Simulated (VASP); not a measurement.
# Os (P6/mmm) in VASP: further runs

The runs below take Os through single point, relaxation of cell and atoms, with LDA.

Everything below comes from runs of VASP 6.6.1. Logs are shortened: lines on timing, memory, paths and dates and some standing lists are left out, and cuts for length are marked.

**1. The cell of the first run**

It takes space group P6/mmm (No. 191, hexagonal). Conventional cell: a = 4.430 Å, b = 4.430 Å, c = 2.782 Å, α = 90.00°, β = 90.00°, γ = 120.00°. Os (site symmetry 6/mmm) has 14 Os at 2.78 to 2.91 Å within 3.7 Å. Os (site symmetry -6m2) has 11 Os at 2.56 to 2.91 Å within 3.4 Å.

This isn't the form of Os at room conditions, which is hcp.

**2. Single point, LDA (15.76 Å³/atom)**

The input, INCAR:

```
  PREC = Accurate
  ENCUT = 520
  EDIFF = 1E-7
  ISMEAR = -1
  SIGMA = 0.1
  LREAL = F
  LASPH = T
  NELM = 60
  ALGO = Normal
  ISIF = 2
  LWAVE = F
  LCHARG = F
  GGA = CA
  NBANDS = 19
```

The input, KPOINTS:

```
regular mesh
0
Gamma
  10 10 13
```

The input, POSCAR:

```
Os
1.0
    4.4297990565      0.0000000000      0.0000000000
   -2.2148995283      3.8363185166      0.0000000000
    0.0000000000      0.0000000000      2.7824739336
Os
3
Direct
    1.0000000000      0.0000000000      1.0000000000
    0.3333333333      0.6666666667      0.5000000000
    0.6666666667      0.3333333333      0.5000000000
```

Potentials or basis: VASP PAW LDA potentials, release 64 (Os).

Command:

```sh
$ cat potpaw_LDA.64/Os/POTCAR > POTCAR
$ mpirun -np 1 vasp_std > vasp.out
```

OUTCAR:

```text
PREC = Accurate
   ENCUT = 520
   EDIFF = 1E-7
   ISMEAR = -1
   LREAL = F
   LASPH = T
   NELM = 60
   ISIF = 2
   GGA = CA

 ion  position               nearest neighbor table
   1  0.000  0.000  0.000-   2 2.91   3 2.91   2 2.91   3 2.91   3 2.91   3 2.91   2 2.91   2 2.91
                             3 2.91   3 2.91   2 2.91   2 2.91
   2  0.333  0.667  0.500-   3 2.56   3 2.56   3 2.56   1 2.91   1 2.91   1 2.91   1 2.91   1 2.91
                             1 2.91
   3  0.667  0.333  0.500-   2 2.56   2 2.56   2 2.56   1 2.91   1 2.91   1 2.91   1 2.91   1 2.91
                             1 2.91

  LATTYP: Found a hexagonal cell.
 ALAT       =     4.4297990565
 C/A-ratio  =     0.6281264450

  Lattice vectors:

 A1 = (   4.4297990565,   0.0000000000,   0.0000000000)
 A2 = (  -2.2148995283,   3.8363185166,   0.0000000000)
 A3 = (   0.0000000000,   0.0000000000,   2.7824739336)

Analysis of symmetry for initial positions (statically):
=====================================================================
 Subroutine PRICEL returns:
 Original cell was already a primitive cell.

 Routine SETGRP: Setting up the symmetry group for a
 hexagonal supercell.

 Subroutine GETGRP returns: Found 24 space group operations
 (whereof 24 operations were pure point group operations)
 out of a pool of 24 trial point group operations.

The static configuration has the point symmetry D_6h.

Analysis of symmetry for dynamics (positions and initial velocities):
=====================================================================
 Subroutine PRICEL returns:
 Original cell was already a primitive cell.

 Routine SETGRP: Setting up the symmetry group for a
 hexagonal supercell.

 Subroutine GETGRP returns: Found 24 space group operations
 (whereof 24 operations were pure point group operations)
 out of a pool of 24 trial point group operations.

The dynamic configuration has the point symmetry D_6h.

 Subroutine INISYM returns: Found 24 space group operations
 (whereof 24 operations are pure point group operations),
 and found     1 'primitive' translations

----------------------------------------------------------------------------------------

                                     Primitive cell

  volume of cell :      47.2857

  direct lattice vectors                    reciprocal lattice vectors
     4.429799057  0.000000000  0.000000000     0.225743874  0.130333286  0.000000000
    -2.214899528  3.836318517  0.000000000     0.000000000  0.260666573  0.000000000
     0.000000000  0.000000000  2.782473934     0.000000000  0.000000000  0.359392405
[... 86 lines left out ...]
   EDIFF  = 0.1E-06   stopping-criterion for ELM
   LREAL  =      F    real-space projection
   EDIFFG = 0.1E-05   stopping-criterion for IOM
   NSW    =      0    number of steps for IOM
   IBRION =     -1    ionic relax: 0-MD 1-quasi-New 2-CG
   NFREE  =      0    steps in history (QN), initial steepest desc. (CG)
   ISIF   =      2    stress and relaxation
   ISYM   =      2    0-nonsym 1-usesym 2-fastsym
   POTIM  = 0.5000    time-step for ionic-motion
   TEBEG  =    0.0;   TEEND  =   0.0 temperature during run
   PSTRESS=    0.0 pullay stress
   NELECT =      24.0000    total number of electrons
   NUPDOWN=      -1.0000    fix difference up-down
   EMIN   =  10.00;   EMAX   =-10.00  energy-range for DOS
   EFERMI =   0.00;   METHOD = LEGACY
   ISMEAR =    -1;   SIGMA  =   0.10  broadening in eV -4-tet -1-fermi 0-gaus
   EFERMI_NEDOS =   21; number of points for ismear=-14 and -15
   IALGO  =     38    algorithm
   IMIX   =      4    mixing-type and parameters
     AMIX     =   0.40;   BMIX     =  1.00
     AMIX_MAG =   1.60;   BMIX_MAG =  1.00
  volume/ion in A,a.u.               =      15.76       106.37
  Fermi-wavevector in a.u.,A,eV,Ry     =   1.305876  2.467748 23.202185  1.705312
  Thomas-Fermi vector in A             =   2.436716
   LORBIT       =      0    0 simple, 1 ext, 2 COOP (PROOUT), +10 PAW based schemes
   GGA     = CA    functional components
   LHFCALC =     F    Hartree Fock is set to
   AEXX    =    0.0000 exact exchange contribution
   IVDW    =     0    specifies the selected vdW correction
   LEPSILON=     F    determine dielectric tensor
   LRPA    =     F    only Hartree local field effects (RPA)
 non-spin polarized calculation
  energy-cutoff  :      520.00
  volume of cell :       47.29
 maximum number of plane-waves:      1290
 NGX is ok and might be reduce to    36
   NGX = 17   NGY = 17   NGZ = 11

 number of electron      24.0000000 magnetization

 Free energy of the ion-electron system (eV)
  ---------------------------------------------------
  ext. energy  EPLUGINS =         0.00000000
  ---------------------------------------------------
  free energy    TOTEN  =       -36.26899054 eV

  energy without entropy =      -36.17998823  energy(sigma->0) =      -36.22448938

 E-fermi :   7.8049     XC(G=0): -13.4981

 val. band max:        7.7748617426   @ k =   0.3000   0.2000   0.2308
 cond. band min:       7.8103082200   @ k =   0.1000   0.1000   0.1538
 fundamental gap:      0.0354464774
 Fermi energy:         7.8048841487

 k-point     1 :       0.0000    0.0000    0.0000
  band No.  band energies     occupation
      1      -2.1583      2.00000
      2       1.6590      2.00000
      3       3.9290      2.00000
      4       4.1200      2.00000
      5       4.1200      2.00000
      6       4.1703      2.00000
[... 505 lines left out ...]
      6       3.8497      2.00000
[... 11 lines left out ...]
     18      10.2826      0.00000
     19      16.3046      0.00000

 [... further k-points ...]

------------------------ aborting loop because EDIFF is reached ----------------------------------------

  FORCE on cell =-STRESS in cart. coord.  units (eV):
  Direction    XX          YY          ZZ          XY          YZ          ZX
  --------------------------------------------------------------------------------------
  -------------------------------------------------------------------------------------
  Total      -11.2674057    -11.2674057     -9.5162215      0.0000000      0.0000000      0.0000000
  in kB     -381.7725741   -381.7725741   -322.4373437      0.0000000      0.0000000      0.0000000
  external PRESSURE =    -361.9941640 kB  Pullay stress =       0.0000000 kB

 VOLUME and BASIS-vectors are now :
 -----------------------------------------------------------------------------
  energy-cutoff  :      520.00
  volume of cell :       47.29
      direct lattice vectors                 reciprocal lattice vectors
     4.429799057  0.000000000  0.000000000     0.225743874  0.130333286  0.000000000
    -2.214899528  3.836318517  0.000000000     0.000000000  0.260666573  0.000000000
     0.000000000  0.000000000  2.782473934     0.000000000  0.000000000  0.359392405

 POSITION                                       TOTAL-FORCE (eV/Angst)
 -----------------------------------------------------------------------------------
      0.00000      0.00000      0.00000        -0.000000      0.000000      0.000000
     -0.00000      2.55755      1.39124        -0.000000      0.000000     -0.000000
      2.21490      1.27877      1.39124         0.000000     -0.000000      0.000000
 -----------------------------------------------------------------------------------
    total drift:                                0.000000      0.000000     -0.000000

  FREE ENERGIE OF THE ION-ELECTRON SYSTEM (eV)
  ---------------------------------------------------
  free  energy   TOTEN  =       -36.2689905413 eV

  energy  without entropy=      -36.1799882267  energy(sigma->0) =      -36.22448938
```

OSZICAR:

```text
N       E                     dE             d eps       ncg     rms          rms(c)
DAV:   1     0.153197629916E+03    0.15320E+03   -0.11330E+04  3780   0.119E+03
DAV:   2    -0.265168640896E+02   -0.17971E+03   -0.17011E+03  3834   0.383E+02
DAV:   3    -0.384670447158E+02   -0.11950E+02   -0.11211E+02  4701   0.758E+01
DAV:   4    -0.387814262842E+02   -0.31438E+00   -0.31199E+00  4152   0.134E+01
DAV:   5    -0.387849127456E+02   -0.34865E-02   -0.34847E-02  4188   0.123E+00    0.316E+01
DAV:   6    -0.367853210203E+02    0.19996E+01   -0.37060E+00  4458   0.134E+01    0.130E+01
DAV:   7    -0.370632241956E+02   -0.27790E+00   -0.66624E+00  5447   0.184E+01    0.744E+00
DAV:   8    -0.362759859128E+02    0.78724E+00   -0.36186E+00  5260   0.126E+01    0.750E-01
DAV:   9    -0.362709504624E+02    0.50355E-02   -0.94855E-02  3827   0.233E+00    0.357E-01
DAV:  10    -0.362696955839E+02    0.12549E-02   -0.17247E-03  4448   0.329E-01    0.225E-01
DAV:  11    -0.362689931518E+02    0.70243E-03   -0.45009E-04  3829   0.174E-01    0.459E-02
DAV:  12    -0.362689918065E+02    0.13453E-05   -0.36370E-05  4951   0.406E-02    0.115E-02
DAV:  13    -0.362689905180E+02    0.12885E-05   -0.78518E-06  4253   0.218E-02    0.469E-03
DAV:  14    -0.362689905413E+02   -0.23334E-07   -0.37370E-07  3684   0.490E-03
   1 F= -.36268991E+02 E0= -.36224489E+02  d E =-.890023E-01
```

stdout:

```text
POSCAR found type information on POSCAR Os
 POSCAR found :  1 types and       3 ions
 scaLAPACK will be used
 LDA part: xc-table for (Slater(with rela. corr.)+CA(PZ))
 , standard interpolation
 POSCAR, INCAR and KPOINTS ok, starting setup
 FFT: planning ... GRIDC
 FFT: planning ... GRID_SOFT
 FFT: planning ... GRID
 WAVECAR not read
 entering main loop
```

It took 1.8 min on 1 thread of Intel Xeon 8259CL, shared host; peak memory 0.21 GiB.

Results:

| Property | Result |
| --- | --- |
| Free energy | -36.2690 eV |
| Pressure | -36.2 GPa |
| Band gap on the k mesh | zero (bands 12 and 13 overlap by 2.22 eV) |

Stress tensor (GPa, compression positive):
```
-38.18   0.00   0.00
  0.00 -38.18   0.00
  0.00   0.00 -32.24
```

Caveat: the cell stands under tension; spin-orbit coupling is left out, which moves the levels of the heavy elements.

**3. Single point, LDA**

This run uses another cell than the first one, of 14.07 Å³/atom.

The input, INCAR:

```
PREC = Accurate
ENCUT = 520
EDIFF = 1E-7
ISMEAR = -1
SIGMA = 0.1
LREAL = False
LASPH = True
NELM = 60
ALGO = Normal
ISIF = 2
LWAVE = False
LCHARG = False
NBANDS = 19
```

The input, KPOINTS:

```
Automatic mesh
0
Gamma
  11 11 15
```

The input, POSCAR:

```
Os
1.0
    4.2655792858      0.0000000000      0.0000000000
   -2.1327896429      3.6941000234      0.0000000000
    0.0000000000      0.0000000000      2.6793231528
Os
3
Direct
    1.0000000000      0.0000000000      1.0000000000
    0.3333333333      0.6666666667      0.5000000000
    0.6666666667      0.3333333333      0.5000000000
```

Potentials or basis: VASP PAW LDA potentials, release 64 (Os).

Command:

```sh
$ cat potpaw_LDA.64/Os/POTCAR > POTCAR
$ mpirun -np 1 vasp_std > vasp.out
```

OUTCAR:

```text
PREC = Accurate
   ENCUT = 520
   EDIFF = 1E-7
   ISMEAR = -1
   LREAL = False
   LASPH = True
   NELM = 60
   ISIF = 2

 ion  position               nearest neighbor table
   1  0.000  0.000  0.000-   2 2.80   3 2.80   2 2.80   3 2.80   3 2.80   3 2.80   2 2.80   2 2.80
                             3 2.80   3 2.80   2 2.80   2 2.80
   2  0.333  0.667  0.500-   3 2.46   3 2.46   3 2.46   1 2.80   1 2.80   1 2.80   1 2.80   1 2.80
                             1 2.80
   3  0.667  0.333  0.500-   2 2.46   2 2.46   2 2.46   1 2.80   1 2.80   1 2.80   1 2.80   1 2.80
                             1 2.80

  LATTYP: Found a hexagonal cell.
 ALAT       =     4.2655792858
[... 725 lines left out ...]
  --------------------------------------------------------------------------------------
  -------------------------------------------------------------------------------------
  Total        0.1624658      0.1624658      0.2822139      0.0000000      0.0000000      0.0000000
  in kB        6.1653928      6.1653928     10.7096980      0.0000000      0.0000000      0.0000000
  external PRESSURE =       7.6801612 kB  Pullay stress =       0.0000000 kB

 VOLUME and BASIS-vectors are now :
 -----------------------------------------------------------------------------
  energy-cutoff  :      520.00
  volume of cell :       42.22
      direct lattice vectors                 reciprocal lattice vectors
     4.265579286  0.000000000  0.000000000     0.234434747  0.135350964  0.000000000
    -2.132789643  3.694100023  0.000000000     0.000000000  0.270701928  0.000000000
     0.000000000  0.000000000  2.679323153     0.000000000  0.000000000  0.373228589

 POSITION                                       TOTAL-FORCE (eV/Angst)
 -----------------------------------------------------------------------------------
      0.00000      0.00000      0.00000        -0.000000      0.000000      0.000000
     -0.00000      2.46273      1.33966         0.000000     -0.000000     -0.000000
      2.13279      1.23137      1.33966        -0.000000      0.000000      0.000000
 -----------------------------------------------------------------------------------
    total drift:                               -0.000000      0.000000      0.000000

  FREE ENERGIE OF THE ION-ELECTRON SYSTEM (eV)
  ---------------------------------------------------
  free  energy   TOTEN  =       -36.8831650285 eV

  energy  without entropy=      -36.7960247742  energy(sigma->0) =      -36.83959490
```

stdout:

```text
POSCAR found type information on POSCAR Os
 POSCAR found :  1 types and       3 ions
 scaLAPACK will be used
 LDA part: xc-table for (Slater(with rela. corr.)+CA(PZ))
 , standard interpolation
 POSCAR, INCAR and KPOINTS ok, starting setup
 FFT: planning ... GRIDC
 FFT: planning ... GRID_SOFT
 FFT: planning ... GRID
 WAVECAR not read
 entering main loop
```

Wall time 1.9 min (1 thread of Intel Xeon 8259CL, shared host); peak memory 0.2 GiB.

What came out:

- Free energy: -36.8832 eV
- Pressure: 0.8 GPa
- Band gap on the k mesh: zero (bands 12 and 13 overlap by 2.76 eV)

Levels at points of the mesh, in eV from the Fermi level:
```
           k point  band 8  band 9  band 10  band 11  band 12  band 13  band 14  band 15  band 16  band 17
(0.00, 0.00, 0.00)   -3.47   -2.52    -2.52    -1.66    -1.66    -1.59    -1.59     2.46     2.46     7.34
```

Caveat: spin-orbit coupling is left out, which moves the levels of the heavy elements.

**4. Relaxation of cell and atoms, LDA**

This run uses another cell than the first one, of 13.99 Å³/atom.

The input, INCAR:

```
SYSTEM = Os
ALGO = Normal ; EDIFF = 1E-7
EDIFFG = -0.01 ; ENCUT = 600
GGA = CA ; IBRION = 2
ISIF = 3 ; ISMEAR = -1
LASPH = .TRUE. ; LCHARG = .FALSE.
LREAL = .FALSE. ; LWAVE = .FALSE.
NELM = 80 ; NSW = 80
PREC = Accurate ; SIGMA = 0.1
```

The input, KPOINTS:

```
k-points
0
G
  9 9 12
  0 0 0
```

The input, POSCAR:

```
Os
1.0
    4.2920416892      0.0000000000      0.0000000000
   -2.1460208446      3.7170171370      0.0000000000
    0.0000000000      0.0000000000      2.6310215555
Os
3
Direct
    0.0000000000      0.0000000000      0.0000000000
    0.3333333333      0.6666666667      0.5000000000
    0.6666666667      0.3333333333      0.5000000000
```

Command:

```sh
$ cat potpaw_LDA.64/Os/POTCAR > POTCAR
$ mpirun -np 1 vasp_std > vasp.out
```

Wall time 6.8 min (1 thread of Intel Xeon 8259CL, shared host); peak memory 0.2 GiB.

Results (log left out):

```yaml
Free_energy: -36.8898 eV
Relaxed_volume: 14.11 Å³/atom
Relaxed_cell: a = 4.268 Å, b = 4.268 Å, c = 2.682 Å, α = 90.00°, β = 90.00°, γ = 120.00°
Space_group_after_relaxing_to_0.1_Å: P6/mmm (No. 191)
Energy_gained_by_relaxing: 11.9 meV/atom
Ionic_steps: 6
Pressure_after_relaxing: 0.0 GPa
Band_gap_on_the_k_mesh: zero (bands 12 and 13 overlap by 2.98 eV)
```

Step by step:
```
step  energy change (eV)  largest force (eV/Å)  pressure (GPa)  volume (Å³)
   1              0.0000                0.0000            2.84        41.97
   2              0.0608                0.0000           -8.38        43.44
   3             -0.0342                0.0000           -2.08        42.52
   4             -0.0342                0.0000           -1.96        42.50
   5             -0.0179                0.0000            7.02        41.68
   6             -0.0357                0.0000           -0.04        42.32
```

Final structure:
```
Os
1.0
     4.26797    0.00000    0.00000
    -2.13399    3.69617    0.00000
     0.00000    0.00000    2.68248
Os
3
Cartesian
  0.0000 0.0000 0.0000
  0.0000 2.4641 1.3412
  2.1340 1.2321 1.3412
```

Levels at points of the mesh, in eV from the Fermi level:
| k point | band 10 | band 11 | band 12 | band 13 | band 14 | band 15 |
| --- | --- | --- | --- | --- | --- | --- |
| (0.00, 0.00, 0.00) | -2.52 | -1.66 | -1.66 | -1.60 | -1.60 | 2.45 |
| (0.00, 0.00, 0.50) | -2.44 | 1.02 | 1.02 | 1.97 | 1.97 | 3.48 |

Caveat: spin-orbit coupling is left out, which moves the levels of the heavy elements.

**5. Overview**

| task | cell | k mesh | cutoff (eV) | gap on the mesh (eV) | pressure (GPa) |
| --- | --- | --- | --- | --- | --- |
| single point | a = 4.430, b = 4.430, c = 2.782 Å, angles 90.0, 90.0, 120.0°, 3 atoms | 10 × 10 × 13 | 520 | none | -36.2 |
| single point | a = 4.266, b = 4.266, c = 2.679 Å, angles 90.0, 90.0, 120.0°, 3 atoms | 11 × 11 × 15 | 520 | none | 0.8 |
| relaxation of cell and atoms | relaxed from a = 4.292, b = 4.292, c = 2.631 Å, angles 90.0, 90.0, 120.0°, 3 atoms | 9 × 9 × 12 | 600 | none | 0.0 |

Alike in all rows: level LDA; potentials or basis VASP PAW LDA potentials, release 64 (Os); no spin polarisation; smearing fermi-dirac 0.1 eV.

Caveats: spin-orbit coupling is left out, which moves the levels of the heavy elements; the cell stands under tension (at least some runs).

Absolute energies hang on the potentials; compare differences alone.
